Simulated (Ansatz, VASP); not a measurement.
**One calculation of Cr, two programs**

```
CELL_PARAMETERS angstrom
-2.85000 2.85000 2.85000
0.00000 0.00000 2.85000
0.00000 2.85000 0.00000
ATOMIC_POSITIONS crystal
Cr 0.00000 0.00000 0.00000
Cr 0.50000 0.00000 0.00000
```

Alike in both runs: task single point; functional PBE; k mesh 4 × 8 × 8; occupations fermi-dirac, width 0.1 eV; no spin polarisation.

|  | VASP | Ansatz |
| --- | --- | --- |
| version | VASP 6.6.1 | Ansatz 0.2 development build |
| potentials or method | VASP PAW PBE potentials, release 64 (Cr_pv), cutoff 500 eV | all-electron full-potential LAPW, scalar-relativistic |

|  | VASP | Ansatz | Ansatz less VASP |
| --- | --- | --- | --- |
| pressure (GPa) | -0.5 | 0.0 | +0.49 |

Ansatz ran all-electron here, and VASP with PAW potentials.

The k mesh is coarse, so the values compare programs but aren't converged.
